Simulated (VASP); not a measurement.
# ScCu (Pm-3m) in VASP: notebook, part 2 of 2

VASP 6.6.1. The steps go on from the part before.

**4. Electric field gradients, LDA (16.57 Å³/atom)**

This run uses another cell than the first one, of 16.57 Å³/atom.

INCAR

```
SYSTEM = ScCu
PREC     = Accurate       ! precision mode
ENCUT    = 520            ! plane-wave cutoff, eV
EDIFF    = 1E-8           ! SCF threshold, eV
ISMEAR   = -1             ! smearing method
SIGMA    = 0.05           ! smearing width, eV
LREAL    = .FALSE.        ! projectors in reciprocal space
LASPH    = .TRUE.         ! aspherical terms in the spheres
NELM     = 80             ! most SCF steps
ALGO     = Normal         ! electronic algorithm
ISIF     = 2              ! what is computed and relaxed
LWAVE    = .FALSE.        ! write WAVECAR
LCHARG   = .FALSE.        ! write CHGCAR
GGA      = CA             ! functional
LEFG     = .TRUE.       
NBANDS   = 18             ! bands
```

KPOINTS

```
Automatic mesh
0
G
  11 11 11
  0 0 0
```

POSCAR

```
ScCu
1.0
    3.2119946056      0.0000000000      0.0000000000
    0.0000000000      3.2119946056      0.0000000000
    0.0000000000      0.0000000000      3.2119946056
Sc Cu
1 1
Direct
    0.5000000000      0.5000000000      0.5000000000
    0.0000000000      0.0000000000      0.0000000000
```

Potentials or basis: VASP PAW LDA potentials, release 64 (Sc_sv, Cu).

Started as:

```sh
$ cat potpaw_LDA.64/Sc_sv/POTCAR potpaw_LDA.64/Cu/POTCAR > POTCAR
$ mpirun -np 1 vasp_std > vasp.out
```

OUTCAR:

```text
SYSTEM = ScCu
   PREC = Accurate
   ENCUT = 520
   EDIFF = 1E-8
   ISMEAR = -1
   LREAL = .FALSE.
   LASPH = .TRUE.
   NELM = 80
   ISIF = 2
   GGA = CA

 ion  position               nearest neighbor table
   1  0.500  0.500  0.500-   2 2.78   2 2.78   2 2.78   2 2.78   2 2.78   2 2.78   2 2.78   2 2.78

   2  0.000  0.000  0.000-   1 2.78   1 2.78   1 2.78   1 2.78   1 2.78   1 2.78   1 2.78   1 2.78

  LATTYP: Found a simple cubic cell.
 ALAT       =     3.2119946056

  Lattice vectors:

 A1 = (   3.2119946056,   0.0000000000,   0.0000000000)
 A2 = (   0.0000000000,   3.2119946056,   0.0000000000)
 A3 = (   0.0000000000,   0.0000000000,   3.2119946056)

Analysis of symmetry for initial positions (statically):
=====================================================================
 Subroutine PRICEL returns:
 Original cell was already a primitive cell.

 Routine SETGRP: Setting up the symmetry group for a
 simple cubic supercell.

 Subroutine GETGRP returns: Found 48 space group operations
 (whereof 48 operations were pure point group operations)
 out of a pool of 48 trial point group operations.

The static configuration has the point symmetry O_h .

Analysis of symmetry for dynamics (positions and initial velocities):
=====================================================================
 Subroutine PRICEL returns:
 Original cell was already a primitive cell.

 Routine SETGRP: Setting up the symmetry group for a
 simple cubic supercell.

 Subroutine GETGRP returns: Found 48 space group operations
 (whereof 48 operations were pure point group operations)
 out of a pool of 48 trial point group operations.

[... 151 lines left out ...]
 cond. band min:       5.6265213459   @ k =   0.4545   0.4545   0.0000
 fundamental gap:      0.0205848915
 Fermi energy:         5.6194093568

 k-point     1 :       0.0000    0.0000    0.0000
  band No.  band energies     occupation
      1     -43.3725      2.00000
      2     -22.2228      2.00000
      3     -22.2228      2.00000
      4     -22.2228      2.00000
      5      -1.5869      2.00000
      6       1.5886      2.00000
[... 481 lines left out ...]
      5      -0.1613      2.00000
      6       1.8700      2.00000
[... 10 lines left out ...]
     17      14.2857      0.00000
     18      14.4470      0.00000

 [... further k-points ...]
[... 5 lines left out ...]
  --------------------------------------------------------------------------------------
  -------------------------------------------------------------------------------------
  Total       -0.7805446     -0.7805446     -0.7805446      0.0000000     -0.0000000      0.0000000
  in kB      -37.7384355    -37.7384355    -37.7384355      0.0000000     -0.0000000      0.0000000
  external PRESSURE =     -37.7384355 kB  Pullay stress =       0.0000000 kB

 VOLUME and BASIS-vectors are now :
 -----------------------------------------------------------------------------
  energy-cutoff  :      520.00
  volume of cell :       33.14
      direct lattice vectors                 reciprocal lattice vectors
     3.211994606  0.000000000  0.000000000     0.311333026  0.000000000  0.000000000
     0.000000000  3.211994606  0.000000000     0.000000000  0.311333026  0.000000000
     0.000000000  0.000000000  3.211994606     0.000000000  0.000000000  0.311333026

 POSITION                                       TOTAL-FORCE (eV/Angst)
 -----------------------------------------------------------------------------------
      1.60600      1.60600      1.60600         0.000000      0.000000      0.000000
      0.00000      0.00000      0.00000         0.000000      0.000000      0.000000
 -----------------------------------------------------------------------------------
    total drift:                                0.000000      0.000000     -0.000000

  FREE ENERGIE OF THE ION-ELECTRON SYSTEM (eV)
  ---------------------------------------------------
  free  energy   TOTEN  =       -11.9526271205 eV

  energy  without entropy=      -11.9383779527  energy(sigma->0) =      -11.94550254

 Electric field gradients (V/A^2)
---------------------------------------------------------------------
 ion       V_xx      V_yy      V_zz      V_xy      V_xz      V_yz
---------------------------------------------------------------------
   1       0.000     0.000    -0.000    -0.000     0.000    -0.000
   2       0.000     0.000     0.000    -0.000     0.000     0.000
---------------------------------------------------------------------

 Electric field gradients after diagonalization (V/A^2)
 (convention: |V_zz| > |V_xx| > |V_yy|)
----------------------------------------------------------------------
 ion       V_xx      V_yy      V_zz     asymmetry (V_yy - V_xx)/ V_zz
----------------------------------------------------------------------
   1       0.000     0.000    -0.000       0.371
   2       0.000     0.000     0.000      -0.080
----------------------------------------------------------------------

           NMR quadrupolar parameters

 Cq : quadrupolar parameter    Cq=e*Q*V_zz/h
 eta: asymmetry parameters     (V_yy - V_xx)/ V_zz
 Q  : nuclear electric quadrupole moment in mb (millibarn)
----------------------------------------------------------------------
 ion       Cq(MHz)       eta       Q (mb)
----------------------------------------------------------------------
   1      -0.000       0.371       1.000
   2       0.000      -0.080       1.000
----------------------------------------------------------------------
```

OSZICAR:

```text
N       E                     dE             d eps       ncg     rms          rms(c)
DAV:   1     0.204598896866E+03    0.20460E+03   -0.11175E+04  2080   0.172E+03
DAV:   2    -0.530428308887E+01   -0.20990E+03   -0.20505E+03  2040   0.407E+02
DAV:   3    -0.139117362547E+02   -0.86075E+01   -0.84586E+01  2784   0.116E+02
DAV:   4    -0.140418522520E+02   -0.13012E+00   -0.12984E+00  2900   0.136E+01
DAV:   5    -0.140439645823E+02   -0.21123E-02   -0.21122E-02  2772   0.147E+00    0.124E+01
DAV:   6    -0.135748997737E+02    0.46906E+00   -0.21641E+01  2048   0.103E+02    0.750E+00
DAV:   7    -0.120078517879E+02    0.15670E+01   -0.59752E+00  2646   0.485E+01    0.147E+00
DAV:   8    -0.119697732584E+02    0.38079E-01   -0.21009E-01  3106   0.435E+00    0.101E+00
DAV:   9    -0.119596758070E+02    0.10097E-01   -0.10958E-01  2976   0.743E+00    0.565E-01
DAV:  10    -0.119526956694E+02    0.69801E-02   -0.30269E-02  2874   0.370E+00    0.850E-02
DAV:  11    -0.119526239098E+02    0.71760E-04   -0.67409E-04  3336   0.472E-01    0.196E-02
DAV:  12    -0.119526271913E+02   -0.32814E-05   -0.25787E-05  3306   0.584E-02    0.453E-03
DAV:  13    -0.119526272945E+02   -0.10328E-06   -0.17088E-06  3264   0.201E-02    0.316E-03
DAV:  14    -0.119526271388E+02    0.15573E-06   -0.25352E-07  3360   0.104E-02    0.116E-03
DAV:  15    -0.119526271223E+02    0.16550E-07   -0.11337E-07  3334   0.660E-03    0.333E-04
DAV:  16    -0.119526271205E+02    0.17171E-08   -0.42548E-09  1118   0.118E-03
   1 F= -.11952627E+02 E0= -.11945503E+02  d E =-.142492E-01
```

Wall time 33 s (1 thread of Intel Xeon 8259CL, shared host); peak memory 0.15 GiB.

What came out:

| Item | Value |
| --- | --- |
| Free energy | -11.9526 eV |
| Pressure | -3.8 GPa |
| Band gap on the k mesh | zero (bands 11 and 12 overlap by 1.93 eV) |
| Largest electric field gradient by atom | under 0.05 V/Å² on every atom |

Levels at points of the mesh, in eV from the Fermi level:
```
           k point  band 9  band 10  band 11  band 12  band 13  band 14
(0.00, 0.00, 0.00)   -3.14    -3.14     0.49     0.49     3.28     3.28
```

Caveat: the cell stands under tension.

**5. Electric field gradients, LDA (16.57 Å³/atom)**

This run uses another cell than the first one, of 16.57 Å³/atom.

INCAR

```
PREC = Accurate
ENCUT = 520
EDIFF = 1E-8
ISMEAR = -1
SIGMA = 0.05
LREAL = False
LASPH = True
NELM = 100
ALGO = Normal
ISIF = 2
LWAVE = False
LCHARG = False
LEFG = True
NBANDS = 18
```

KPOINTS

```
Automatic mesh
0
Gamma
  11 11 11
```

POSCAR is that of step 4.

Potentials or basis: VASP PAW LDA potentials, release 64 (Sc_sv, Cu).

Started as:

```sh
$ cat potpaw_LDA.64/Sc_sv/POTCAR potpaw_LDA.64/Cu/POTCAR > POTCAR
$ mpirun -np 1 vasp_std > vasp.out
```

OUTCAR:

```text
PREC = Accurate
   ENCUT = 520
   EDIFF = 1E-8
   ISMEAR = -1
   LREAL = False
   LASPH = True
   NELM = 100
   ISIF = 2

 ion  position               nearest neighbor table
   1  0.500  0.500  0.500-   2 2.78   2 2.78   2 2.78   2 2.78   2 2.78   2 2.78   2 2.78   2 2.78

   2  0.000  0.000  0.000-   1 2.78   1 2.78   1 2.78   1 2.78   1 2.78   1 2.78   1 2.78   1 2.78

  LATTYP: Found a simple cubic cell.
 ALAT       =     3.2119946056

  Lattice vectors:

 A1 = (   3.2119946056,   0.0000000000,   0.0000000000)
 A2 = (   0.0000000000,   3.2119946056,   0.0000000000)
 A3 = (   0.0000000000,   0.0000000000,   3.2119946056)

Analysis of symmetry for initial positions (statically):
=====================================================================
 Subroutine PRICEL returns:
 Original cell was already a primitive cell.

 Routine SETGRP: Setting up the symmetry group for a
 simple cubic supercell.

 Subroutine GETGRP returns: Found 48 space group operations
 (whereof 48 operations were pure point group operations)
 out of a pool of 48 trial point group operations.

The static configuration has the point symmetry O_h .

Analysis of symmetry for dynamics (positions and initial velocities):
=====================================================================
 Subroutine PRICEL returns:
 Original cell was already a primitive cell.

 Routine SETGRP: Setting up the symmetry group for a
 simple cubic supercell.

 Subroutine GETGRP returns: Found 48 space group operations
 (whereof 48 operations were pure point group operations)
 out of a pool of 48 trial point group operations.

The dynamic configuration has the point symmetry O_h .

 Subroutine INISYM returns: Found 48 space group operations
 (whereof 48 operations are pure point group operations),
 and found     1 'primitive' translations

----------------------------------------------------------------------------------------

                                     Primitive cell

  volume of cell :      33.1379

  direct lattice vectors                    reciprocal lattice vectors
     3.211994606  0.000000000  0.000000000     0.311333026  0.000000000  0.000000000
     0.000000000  3.211994606  0.000000000     0.000000000  0.311333026  0.000000000
     0.000000000  0.000000000  3.211994606     0.000000000  0.000000000  0.311333026

  length of vectors
     3.211994606  3.211994606  3.211994606     0.311333026  0.311333026  0.311333026

  position of ions in fractional coordinates (direct lattice)
     0.500000000  0.500000000  0.500000000
     0.000000000  0.000000000  0.000000000

  ion indices of the primitive-cell ions
   primitive index   ion index
                 1           1
                 2           2

----------------------------------------------------------------------------------------

 KPOINTS: Automatic mesh

Automatic generation of k-mesh.
 Grid dimensions read from file:
 generate k-points for:   11   11   11

 Generating k-lattice:

  Cartesian coordinates                     Fractional coordinates (reciprocal lattice)
     0.028303002  0.000000000  0.000000000     0.090909091  0.000000000  0.000000000
[... 63 lines left out ...]
   IBRION =     -1    ionic relax: 0-MD 1-quasi-New 2-CG
   NFREE  =      0    steps in history (QN), initial steepest desc. (CG)
   ISIF   =      2    stress and relaxation
   ISYM   =      2    0-nonsym 1-usesym 2-fastsym
   POTIM  = 0.5000    time-step for ionic-motion
   TEBEG  =    0.0;   TEEND  =   0.0 temperature during run
   PSTRESS=    0.0 pullay stress
   NELECT =      22.0000    total number of electrons
   NUPDOWN=      -1.0000    fix difference up-down
   EMIN   =  10.00;   EMAX   =-10.00  energy-range for DOS
   EFERMI =   0.00;   METHOD = LEGACY
   ISMEAR =    -1;   SIGMA  =   0.05  broadening in eV -4-tet -1-fermi 0-gaus
   EFERMI_NEDOS =   21; number of points for ismear=-14 and -15
   IALGO  =     38    algorithm
   IMIX   =      4    mixing-type and parameters
     AMIX     =   0.40;   BMIX     =  1.00
     AMIX_MAG =   1.60;   BMIX_MAG =  1.00
  volume/ion in A,a.u.               =      16.57       111.81
  Fermi-wavevector in a.u.,A,eV,Ry     =   1.428151  2.698815 27.750666  2.039616
  Thomas-Fermi vector in A             =   2.548244
   LORBIT       =      0    0 simple, 1 ext, 2 COOP (PROOUT), +10 PAW based schemes
   GGA     = CA    functional components
   LHFCALC =     F    Hartree Fock is set to
   AEXX    =    0.0000 exact exchange contribution
   IVDW    =     0    specifies the selected vdW correction
   LEPSILON=     F    determine dielectric tensor
   LRPA    =     F    only Hartree local field effects (RPA)
 non-spin polarized calculation
  energy-cutoff  :      520.00
  volume of cell :       33.14
 maximum number of plane-waves:       912
 NGX is ok and might be reduce to    24
   NGX = 11   NGY = 11   NGZ = 11

 number of electron      22.0000019 magnetization

 Free energy of the ion-electron system (eV)
  ---------------------------------------------------
  ext. energy  EPLUGINS =         0.00000000
  ---------------------------------------------------
  free energy    TOTEN  =       -11.95262712 eV

  energy without entropy =      -11.93837795  energy(sigma->0) =      -11.94550254

 E-fermi :   5.6194     XC(G=0): -11.6310

 val. band max:        5.6059364543   @ k =   0.2727   0.2727   0.0000
 cond. band min:       5.6265213459   @ k =   0.4545   0.4545   0.0000
 fundamental gap:      0.0205848915
 Fermi energy:         5.6194093568

 k-point     1 :       0.0000    0.0000    0.0000
  band No.  band energies     occupation
      1     -43.3725      2.00000
      2     -22.2228      2.00000
      3     -22.2228      2.00000
      4     -22.2228      2.00000
      5      -1.5869      2.00000
      6       1.5886      2.00000
[... 481 lines left out ...]
      5      -0.1613      2.00000
      6       1.8700      2.00000
[... 10 lines left out ...]
     17      14.2857      0.00000
     18      14.4470      0.00000

 [... further k-points ...]
[... 5 lines left out ...]
  --------------------------------------------------------------------------------------
  -------------------------------------------------------------------------------------
  Total       -0.7805446     -0.7805446     -0.7805446      0.0000000     -0.0000000      0.0000000
  in kB      -37.7384355    -37.7384355    -37.7384355      0.0000000     -0.0000000      0.0000000
  external PRESSURE =     -37.7384355 kB  Pullay stress =       0.0000000 kB

 VOLUME and BASIS-vectors are now :
 -----------------------------------------------------------------------------
  energy-cutoff  :      520.00
  volume of cell :       33.14
      direct lattice vectors                 reciprocal lattice vectors
     3.211994606  0.000000000  0.000000000     0.311333026  0.000000000  0.000000000
     0.000000000  3.211994606  0.000000000     0.000000000  0.311333026  0.000000000
     0.000000000  0.000000000  3.211994606     0.000000000  0.000000000  0.311333026

 POSITION                                       TOTAL-FORCE (eV/Angst)
 -----------------------------------------------------------------------------------
      1.60600      1.60600      1.60600         0.000000      0.000000      0.000000
      0.00000      0.00000      0.00000         0.000000      0.000000      0.000000
 -----------------------------------------------------------------------------------
    total drift:                                0.000000      0.000000     -0.000000

  FREE ENERGIE OF THE ION-ELECTRON SYSTEM (eV)
  ---------------------------------------------------
  free  energy   TOTEN  =       -11.9526271205 eV

  energy  without entropy=      -11.9383779527  energy(sigma->0) =      -11.94550254

 Electric field gradients (V/A^2)
---------------------------------------------------------------------
 ion       V_xx      V_yy      V_zz      V_xy      V_xz      V_yz
---------------------------------------------------------------------
   1       0.000     0.000    -0.000    -0.000     0.000    -0.000
   2       0.000     0.000     0.000    -0.000     0.000     0.000
---------------------------------------------------------------------

 Electric field gradients after diagonalization (V/A^2)
 (convention: |V_zz| > |V_xx| > |V_yy|)
----------------------------------------------------------------------
 ion       V_xx      V_yy      V_zz     asymmetry (V_yy - V_xx)/ V_zz
----------------------------------------------------------------------
   1       0.000     0.000    -0.000       0.371
   2       0.000     0.000     0.000      -0.080
----------------------------------------------------------------------

           NMR quadrupolar parameters

 Cq : quadrupolar parameter    Cq=e*Q*V_zz/h
 eta: asymmetry parameters     (V_yy - V_xx)/ V_zz
 Q  : nuclear electric quadrupole moment in mb (millibarn)
----------------------------------------------------------------------
 ion       Cq(MHz)       eta       Q (mb)
----------------------------------------------------------------------
   1      -0.000       0.371       1.000
   2       0.000      -0.080       1.000
----------------------------------------------------------------------
```

OSZICAR:

```text
N       E                     dE             d eps       ncg     rms          rms(c)
DAV:   1     0.204598896866E+03    0.20460E+03   -0.11175E+04  2080   0.172E+03
DAV:   2    -0.530428308887E+01   -0.20990E+03   -0.20505E+03  2040   0.407E+02
DAV:   3    -0.139117362547E+02   -0.86075E+01   -0.84586E+01  2784   0.116E+02
DAV:   4    -0.140418522520E+02   -0.13012E+00   -0.12984E+00  2900   0.136E+01
DAV:   5    -0.140439645823E+02   -0.21123E-02   -0.21122E-02  2772   0.147E+00    0.124E+01
DAV:   6    -0.135748997737E+02    0.46906E+00   -0.21641E+01  2048   0.103E+02    0.750E+00
DAV:   7    -0.120078517879E+02    0.15670E+01   -0.59752E+00  2646   0.485E+01    0.147E+00
DAV:   8    -0.119697732584E+02    0.38079E-01   -0.21009E-01  3106   0.435E+00    0.101E+00
DAV:   9    -0.119596758070E+02    0.10097E-01   -0.10958E-01  2976   0.743E+00    0.565E-01
DAV:  10    -0.119526956694E+02    0.69801E-02   -0.30269E-02  2874   0.370E+00    0.850E-02
DAV:  11    -0.119526239098E+02    0.71760E-04   -0.67409E-04  3336   0.472E-01    0.196E-02
DAV:  12    -0.119526271913E+02   -0.32814E-05   -0.25787E-05  3306   0.584E-02    0.453E-03
DAV:  13    -0.119526272945E+02   -0.10328E-06   -0.17088E-06  3264   0.201E-02    0.316E-03
DAV:  14    -0.119526271388E+02    0.15573E-06   -0.25352E-07  3360   0.104E-02    0.116E-03
DAV:  15    -0.119526271223E+02    0.16550E-07   -0.11337E-07  3334   0.660E-03    0.333E-04
DAV:  16    -0.119526271205E+02    0.17171E-08   -0.42548E-09  1118   0.118E-03
   1 F= -.11952627E+02 E0= -.11945503E+02  d E =-.142492E-01
```

stdout:

```text
POSCAR found type information on POSCAR ScCu
 POSCAR found :  2 types and       2 ions
 scaLAPACK will be used
 LDA part: xc-table for (Slater(with rela. corr.)+CA(PZ))
 , standard interpolation
 POSCAR, INCAR and KPOINTS ok, starting setup
 FFT: planning ... GRIDC
 FFT: planning ... GRID_SOFT
 FFT: planning ... GRID
 WAVECAR not read
 entering main loop
ion   1

ion   2
```

Run time: 35 s. Hardware: 1 thread of Intel Xeon 8259CL, shared host; peak memory 0.15 GiB.

What came out:

```yaml
Free_energy: -11.9526 eV
Pressure: -3.8 GPa
Band_gap_on_the_k_mesh: zero (bands 11 and 12 overlap by 1.93 eV)
Largest_electric_field_gradient_by_atom: under 0.05 V/Å² on every atom
```

Caveat: the cell stands under tension.

The gap in the log of VASP goes by the Fermi energy; the results here count the filled bands.